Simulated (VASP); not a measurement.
# Ge2TeO3 (P6/mmm) in VASP: relaxation of cell and atoms with PBE

Aim: the relaxation of cell and atoms of Ge2TeO3 with PBE.

Program: VASP 6.6.1. These are calculated values, not measurements. Logs are shortened: lines on timing, memory, paths and dates and some standing lists are left out, and cuts for length are marked.

### 1 The cell of the first run

Symmetry: P6/mmm, No. 191, hexagonal system. Conventional cell: a = 6.377 Å, b = 6.377 Å, c = 2.944 Å, α = 90.00°, β = 90.00°, γ = 120.00°. Ge (site symmetry -6m2) has 3 O at 1.84 Å within 2.4 Å. Te (site symmetry 6/mmm) has 2 Te at 2.94 Å and 12 O at 3.51 Å and 12 Ge at 3.97 Å within 4.0 Å. O (site symmetry mmm) has 2 Ge at 1.84 Å within 2.4 Å.

The cell was generated, and may not be a known phase.

### 2 Relaxation of cell and atoms, PBE

INCAR reads:

```
SYSTEM = Ge2TeO3
ALGO = Normal
EDIFF = 1E-7
EDIFFG = -0.01
ENCUT = 600
GGA = PE
IBRION = 2
ISIF = 3
ISMEAR = 0
LASPH = .TRUE.
LCHARG = .FALSE.
LREAL = .FALSE.
LWAVE = .FALSE.
NELM = 100
NSW = 100
PREC = Accurate
SIGMA = 0.1
```

KPOINTS reads:

```
k-points
0
G
  6 6 12
  0 0 0
```

POSCAR reads:

```
Ge2TeO3
1.0
    6.3774139195      0.0000000000      0.0000000000
   -3.1887069597      5.5230024647      0.0000000000
    0.0000000000      0.0000000000      2.9441990129
Ge Te O
2 1 3
Direct
    0.3333333333      0.6666666667      0.0000000000
    0.6666666667      0.3333333333      0.0000000000
    0.0000000000      0.0000000000      0.5000000000
    0.5000000000      0.0000000000      0.0000000000
    0.0000000000      0.5000000000      0.0000000000
    0.5000000000      0.5000000000      0.0000000000
```

Potentials or basis: VASP PAW PBE potentials, release 64 (Ge_d, Te, O).

Started as:

```
cat potpaw_PBE.64/Ge_d/POTCAR potpaw_PBE.64/Te/POTCAR potpaw_PBE.64/O/POTCAR > POTCAR
mpirun -np 1 vasp_std > vasp.out
```

OUTCAR:

```text
SYSTEM = Ge2TeO3
   EDIFF = 1E-7
   EDIFFG = -0.01
   ENCUT = 600
   GGA = PE
   IBRION = 2
   ISIF = 3
   ISMEAR = 0
   LASPH = .TRUE.
   LREAL = .FALSE.
   NELM = 100
   NSW = 100
   PREC = Accurate

 ion  position               nearest neighbor table
   1  0.333  0.667  0.000-   4 1.84   5 1.84   6 1.84
   2  0.667  0.333  0.000-   4 1.84   5 1.84   6 1.84
   3  0.000  0.000  0.500-
   4  0.500  0.000  0.000-   1 1.84   2 1.84
   5  0.000  0.500  0.000-   1 1.84   2 1.84
   6  0.500  0.500  0.000-   1 1.84   2 1.84

  LATTYP: Found a hexagonal cell.
 ALAT       =     6.3774139195
 C/A-ratio  =     0.4616603297

  Lattice vectors:

 A1 = (   6.3774139195,   0.0000000000,   0.0000000000)
 A2 = (  -3.1887069597,   5.5230024647,   0.0000000000)
 A3 = (   0.0000000000,   0.0000000000,   2.9441990129)

Analysis of symmetry for initial positions (statically):
=====================================================================
 Subroutine PRICEL returns:
 Original cell was already a primitive cell.

 Routine SETGRP: Setting up the symmetry group for a
 hexagonal supercell.

 Subroutine GETGRP returns: Found 24 space group operations
 (whereof 24 operations were pure point group operations)
 out of a pool of 24 trial point group operations.

The static configuration has the point symmetry D_6h.

Analysis of symmetry for dynamics (positions and initial velocities):
=====================================================================
 Subroutine PRICEL returns:
 Original cell was already a primitive cell.

 Routine SETGRP: Setting up the symmetry group for a
 hexagonal supercell.

 Subroutine GETGRP returns: Found 24 space group operations
 (whereof 24 operations were pure point group operations)
 out of a pool of 24 trial point group operations.

The dynamic configuration has the point symmetry D_6h.

 Subroutine INISYM returns: Found 24 space group operations
 (whereof 24 operations are pure point group operations),
 and found     1 'primitive' translations

----------------------------------------------------------------------------------------

                                     Primitive cell

  volume of cell :     103.7020

  direct lattice vectors                    reciprocal lattice vectors
     6.377413920  0.000000000  0.000000000     0.156803371  0.090530468  0.000000000
    -3.188706960  5.523002465  0.000000000     0.000000000  0.181060937  0.000000000
     0.000000000  0.000000000  2.944199013     0.000000000  0.000000000  0.339650953

  length of vectors
     6.377413920  6.377413919  2.944199013     0.181060937  0.181060937  0.339650953

  position of ions in fractional coordinates (direct lattice)
     0.333333333  0.666666667  0.000000000
     0.666666667  0.333333333  0.000000000
     0.000000000  0.000000000  0.500000000
     0.500000000  0.000000000  0.000000000
     1.000000000  0.500000000  0.000000000
     0.500000000  0.500000000  0.000000000

  ion indices of the primitive-cell ions
   primitive index   ion index
                 1           1
                 2           2
                 3           3
                 4           4
                 5           5
                 6           6

----------------------------------------------------------------------------------------

 KPOINTS: k-points

Automatic generation of k-mesh.
 Grid dimensions read from file:
 generate k-points for:    6    6   12

 Generating k-lattice:

  Cartesian coordinates                     Fractional coordinates (reciprocal lattice)
     0.026133895  0.015088411  0.000000000     0.166666667 -0.000000000  0.000000000
     0.000000000  0.030176823  0.000000000     0.000000000  0.166666667  0.000000000
     0.000000000  0.000000000  0.028304246     0.000000000  0.000000000  0.083333333

  Length of vectors
     0.030176823  0.030176823  0.028304246

  Shift w.r.t. Gamma in fractional coordinates (k-lattice)
     0.000000000  0.000000000  0.000000000

 Subroutine IBZKPT returns following result:
 ===========================================

 Found     49 irreducible k-points:

 Following reciprocal coordinates:
            Coordinates               Weight
  0.000000  0.000000  0.000000      1.000000
  0.166667  0.000000  0.000000      6.000000
  0.333333  0.000000  0.000000      6.000000
  0.500000  0.000000  0.000000      3.000000
  0.166667  0.166667  0.000000      6.000000
  0.333333  0.166667  0.000000     12.000000
[... 16 lines left out ...]
  0.166667  0.000000  0.250000     12.000000
  0.333333  0.000000  0.250000     12.000000
 [... further k-points ...]
   k-points           NKPTS =     49   k-points in BZ     NKDIM =     49   number of bands    NBANDS=     31
   number of dos      NEDOS =    301   number of ions     NIONS =      6
   total plane-waves  NPLWV =  69984
   dimension x,y,z NGX =    54 NGY =   54 NGZ =   24
   dimension x,y,z NGXF=   108 NGYF=  108 NGZF=   48
   ions per type =               2   1   3
   NGX,Y,Z   is equivalent  to a cutoff of  14.08, 14.08, 13.55 a.u.
   NGXF,Y,Z  is equivalent  to a cutoff of  28.15, 28.15, 27.10 a.u.
 SYSTEM =  Ge2TeO3
   PREC   = accura    normal or accurate (medium, high low for compatibility)
   ISTART =      0    job   : 0-new  1-cont  2-samecut
   ICHARG =      2    charge: 1-file 2-atom 10-const
   ISPIN  =      1    spin polarized calculation?
   LNONCOLLINEAR =      F non collinear calculations
   LSORBIT =      F    spin-orbit coupling
   LASPH  =      T    aspherical Exc in radial PAW
   ENCUT  =  600.0 eV  44.10 Ry    6.64 a.u.  12.74 12.74  5.88*2*pi/ulx,y,z
   NELM   =    100;   NELMIN=  2; NELMDL= -5     # of ELM steps
   EDIFF  = 0.1E-06   stopping-criterion for ELM
   LREAL  =      F    real-space projection
   EDIFFG = -.1E-01   stopping-criterion for IOM
   NSW    =    100    number of steps for IOM
   IBRION =      2    ionic relax: 0-MD 1-quasi-New 2-CG
   NFREE  =      1    steps in history (QN), initial steepest desc. (CG)
   ISIF   =      3    stress and relaxation
   ISYM   =      2    0-nonsym 1-usesym 2-fastsym
   POTIM  = 0.5000    time-step for ionic-motion
   TEBEG  =    0.0;   TEEND  =   0.0 temperature during run
   PSTRESS=    0.0 pullay stress
   NELECT =      52.0000    total number of electrons
   NUPDOWN=      -1.0000    fix difference up-down
   EMIN   =  10.00;   EMAX   =-10.00  energy-range for DOS
   EFERMI =   0.00;   METHOD = LEGACY
   ISMEAR =     0;   SIGMA  =   0.10  broadening in eV -4-tet -1-fermi 0-gaus
   EFERMI_NEDOS =   21; number of points for ismear=-14 and -15
   IALGO  =     38    algorithm
   IMIX   =      4    mixing-type and parameters
     AMIX     =   0.40;   BMIX     =  1.00
     AMIX_MAG =   1.60;   BMIX_MAG =  1.00
  volume/ion in A,a.u.               =      17.28       116.64
  Fermi-wavevector in a.u.,A,eV,Ry     =   1.300610  2.457796 23.015414  1.691585
  Thomas-Fermi vector in A             =   2.431797
   LORBIT       =      0    0 simple, 1 ext, 2 COOP (PROOUT), +10 PAW based schemes
   GGA     = PE    functional components
   LHFCALC =     F    Hartree Fock is set to
   AEXX    =    0.0000 exact exchange contribution
   IVDW    =     0    specifies the selected vdW correction
   LEPSILON=     F    determine dielectric tensor
   LRPA    =     F    only Hartree local field effects (RPA)
 conjugate gradient relaxation of ions
 non-spin polarized calculation
 Gauss-broadening in eV      SIGMA  =   0.10
  energy-cutoff  :      600.00
  volume of cell :      103.70
 maximum number of plane-waves:      3494
 NGX is ok and might be reduce to    54
   NGX = 25   NGY = 25   NGZ = 11

--------------------------------------- Ionic step        1  -------------------------------------------

 number of electron      52.0000029 magnetization

 Free energy of the ion-electron system (eV)
  ---------------------------------------------------
  ext. energy  EPLUGINS =         0.00000000
  ---------------------------------------------------
  free energy    TOTEN  =       -29.71918516 eV

  energy without entropy =      -29.68952920  energy(sigma->0) =      -29.70435718

------------------------ aborting loop because EDIFF is reached ----------------------------------------

  FORCE on cell =-STRESS in cart. coord.  units (eV):
  Direction    XX          YY          ZZ          XY          YZ          ZX
  --------------------------------------------------------------------------------------
  -------------------------------------------------------------------------------------
  Total       -0.1151056     -0.1151056      0.8717614     -0.0000000      0.0000000      0.0000000
  in kB       -1.7783618     -1.7783618     13.4685610     -0.0000000      0.0000000      0.0000000
  external PRESSURE =       3.3039458 kB  Pullay stress =       0.0000000 kB
[... 65 lines left out ...]
  energy  without entropy=      -29.6953234819  energy(sigma->0) =      -29.70976460

--------------------------------------- Ionic step        3  -------------------------------------------

 number of electron      52.0000012 magnetization

 E-fermi :   3.9659     XC(G=0):  -9.8603

 val. band max:        3.9649481473   @ k =   0.3333   0.0000   0.3333
 cond. band min:       3.9678809118   @ k =   0.3333   0.0000   0.3333
 fundamental gap:      0.0029327645
 Fermi energy:         3.9659250505

 k-point     1 :       0.0000    0.0000    0.0000
  band No.  band energies     occupation
      1     -21.0936      2.00000
      2     -21.0242      2.00000
      3     -21.0242      2.00000
      4     -21.0240      2.00000
      5     -20.9240      2.00000
      6     -20.9240      2.00000
[... 884 lines left out ...]
  energy  without entropy=      -29.6991109253  energy(sigma->0) =      -29.71322648

--------------------------------------- Ionic step        5  -------------------------------------------

 number of electron      52.0000011 magnetization

 Free energy of the ion-electron system (eV)
  ---------------------------------------------------
  ext. energy  EPLUGINS =         0.00000000
  ---------------------------------------------------
  free energy    TOTEN  =       -29.72762455 eV

  energy without entropy =      -29.69955640  energy(sigma->0) =      -29.71359048

 E-fermi :   3.9104     XC(G=0):  -9.8343

 val. band max:        3.9102918412   @ k =   0.3333   0.0000   0.3333
 cond. band min:       3.9112790538   @ k =   0.3333   0.0000   0.3333
 fundamental gap:      0.0009872126
 Fermi energy:         3.9103923722

 k-point     1 :       0.0000    0.0000    0.0000
  band No.  band energies     occupation
      1     -21.1431      2.00000
      2     -21.0752      2.00000
      3     -21.0717      2.00000
      4     -21.0717      2.00000
      5     -20.9738      2.00000
      6     -20.9738      2.00000
[... 840 lines left out ...]
  FREE ENERGIE OF THE ION-ELECTRON SYSTEM (eV)
  ---------------------------------------------------
  free  energy   TOTEN  =       -29.7276245511 eV

  energy  without entropy=      -29.6995564036  energy(sigma->0) =      -29.71359048

 reached required accuracy - stopping structural energy minimisation
```

Run time: 9.8 min. Hardware: 1 thread of Intel Xeon 6975P-C (Granite Rapids), shared host; peak memory 0.37 GiB.

Results:

```yaml
Free_energy: -29.7276 eV
Relaxed_volume: 17.59 Å³/atom
Relaxed_cell: a = 6.374 Å, b = 6.374 Å, c = 3.000 Å, α = 90.00°, β = 90.00°, γ = 120.00°
Space_group_after_relaxing_to_0.1_Å: P6/mmm (No. 191)
Energy_gained_by_relaxing: 1.4 meV/atom
Ionic_steps: 5
Pressure_after_relaxing: 0.0 GPa
Band_gap_on_the_k_mesh: zero (bands 26 and 27 overlap by 0.79 eV)
```

The path:
| step | energy change (eV) | largest force (eV/Å) | pressure (GPa) | volume (Å³) |
| --- | --- | --- | --- | --- |
| 1 | 0.0000 | 0.0000 | 0.33 | 103.70 |
| 2 | -0.0050 | 0.0000 | 0.35 | 104.24 |
| 3 | -0.0078 | 0.0000 | 0.36 | 105.00 |
| 4 | -0.0082 | 0.0000 | -0.26 | 105.94 |
| 5 | -0.0084 | 0.0000 | -0.01 | 105.56 |

Final structure:
```
Ge Te O
1.0
     6.37407    0.00000    0.00000
    -3.18704    5.52011    0.00000
     0.00000    0.00000    3.00019
Ge Te O
2 1 3
Direct
  0.33333 0.66667 0.00000
  0.66667 0.33333 0.00000
  0.00000 0.00000 0.50000
  0.50000 0.00000 0.00000
  0.00000 0.50000 0.00000
  0.50000 0.50000 0.00000
```

Levels at points of the mesh, in eV from the Fermi level:
```csv
k point,band 22,band 23,band 24,band 25,band 26,band 27,band 28,band 29,band 30,band 31
"(0.00, 0.00, 0.00)",-2.34,-1.81,-1.81,-0.40,-0.40,2.41,3.58,3.58,4.94,6.51
"(0.50, 0.00, 0.00)",-2.29,-2.09,-1.81,-1.03,-0.68,0.45,4.90,5.91,6.14,6.39
"(0.00, 0.00, 0.50)",-2.85,-2.85,-2.08,-1.67,-1.51,0.10,0.10,2.23,5.44,6.30
"(0.50, 0.00, 0.50)",-2.94,-2.53,-2.35,-0.07,0.32,0.63,0.73,1.15,2.98,6.29
```

Caveat: spin-orbit coupling is left out, which moves the levels of the heavy elements.
